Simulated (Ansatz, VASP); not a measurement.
**One calculation of Ge, two programs**

```
Ge
1.0
     3.93760    0.00000    0.00000
    -1.96880    3.41006    0.00000
     0.00000    0.00000    6.62537
Ge
4
Direct
  0.33333 0.66667 0.00124
  0.66667 0.33333 0.50124
  0.33333 0.66667 0.37276
  0.66667 0.33333 0.87276
```

Change from the starting cell: strained cell.

Alike in both runs: functional PBEsol; k mesh 12 × 12 × 6; occupations gaussian, width 0.1 eV; no spin polarisation.

Ansatz relaxed the structure, and its values are those at the end. VASP's run is a single point on that final structure, the one shown.

|  | VASP | Ansatz |
| --- | --- | --- |
| version | VASP 6.6.1 | Ansatz 0.2.0 |
| potentials or method | VASP PAW PBE potentials, release 64 (Ge_d), cutoff 520 eV | scalar-relativistic, plane waves, PAW |
| valence electrons in the cell | 56 | 56 |

|  | VASP | Ansatz | Ansatz less VASP |
| --- | --- | --- | --- |
| pressure (GPa) | 1.6 | 1.8 | +0.15 |

VASP's potentials were made for PBE, not for PBEsol, and Ansatz warns of the same on its side. Ansatz's warnings: stress scf threshold loose.
